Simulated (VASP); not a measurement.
A run of VASP 6.6.1 is set up as follows.

File POSCAR:

```
NiO
1.0
    0.0000000000      2.1261674825      2.1261674825
    2.1261674825      0.0000000000      2.1261674825
    4.2493462858      4.2493462858      0.0029886792
Ni O
2 2
Direct
    0.0000000000      0.0000000000      0.0000000000
    0.0000000000      0.0000000000      0.5000000000
    0.5000000045      0.5000000045      0.2499999932
    0.4999999955      0.4999999955      0.7500000068
```

The input INCAR.step1:

```
SYSTEM = NiO
PREC = Accurate ; ENCUT = 520
EDIFF = 1E-6 ; ISMEAR = 0
SIGMA = 0.05 ; LREAL = .False.
LASPH = .True. ; NELM = 150
ALGO = Normal ; ISIF = 2
LWAVE = .False. ; LCHARG = .True.
ISPIN = 2 ; MAGMOM = 1.85 -1.85 0 0
LMAXMIX = 4 ; LDAU = .True.
LDAUTYPE = 2 ; LDAUL = 2 -1
LDAUU = 5 0 ; LDAUJ = 0 0
LDAUPRINT = 1 ; GGA = PE
NBANDS = 28
```

KPOINTS.step1

```
regular mesh
0
Gamma
  10 10 5
  0 0 0
```

File INCAR.step2:

```
SYSTEM = NiO
PREC = Accurate ; ENCUT = 520
EDIFF = 1E-6 ; ISMEAR = -5
SIGMA = 0.05 ; LREAL = .False.
LASPH = .True. ; NELM = 150
ALGO = Normal ; ISIF = 2
LWAVE = .False. ; LCHARG = .False.
ISPIN = 2 ; MAGMOM = 1.85 -1.85 0 0
LORBIT = 11 ; LMAXMIX = 4
LDAU = .True. ; LDAUTYPE = 2
LDAUL = 2 -1 ; LDAUU = 5 0
LDAUJ = 0 0 ; LDAUPRINT = 1
GGA = PE ; NBANDS = 28
NEDOS = 2001 ; ICHARG = 11
```

KPOINTS.step2

```
regular mesh
0
Gamma
  15 15 8
  0 0 0
```

Potentials or basis: VASP PAW PBE potentials, release 64 (Ni, O).

Command:

```console
$ cat potpaw_PBE.64/Ni/POTCAR potpaw_PBE.64/O/POTCAR > POTCAR
$ cp INCAR.step1 INCAR
$ cp KPOINTS.step1 KPOINTS
$ mpirun -np 1 vasp_std > vasp.out
$ cp INCAR.step2 INCAR
$ cp KPOINTS.step2 KPOINTS
$ mpirun -np 1 vasp_std > vasp.out
```

Task: What does it give for the net moment?

Result: 0.00 μB per cell.

Task: What does it give for the site moments?

Result: Ni +1.70, -1.70; O +0.00 μB.

Eigenvalues of the final occupation matrices:
```
    site  spin  trace               eigenvalues
site 1 d     1   4.97  0.98 0.98 0.98 1.02 1.02
site 1 d     2   3.25  0.16 0.16 0.98 0.98 0.98
site 2 d     1   3.25  0.16 0.16 0.98 0.98 0.98
site 2 d     2   4.97  0.98 0.98 0.98 1.02 1.02
```

The state reached can hang on the start; a lower one may exist.
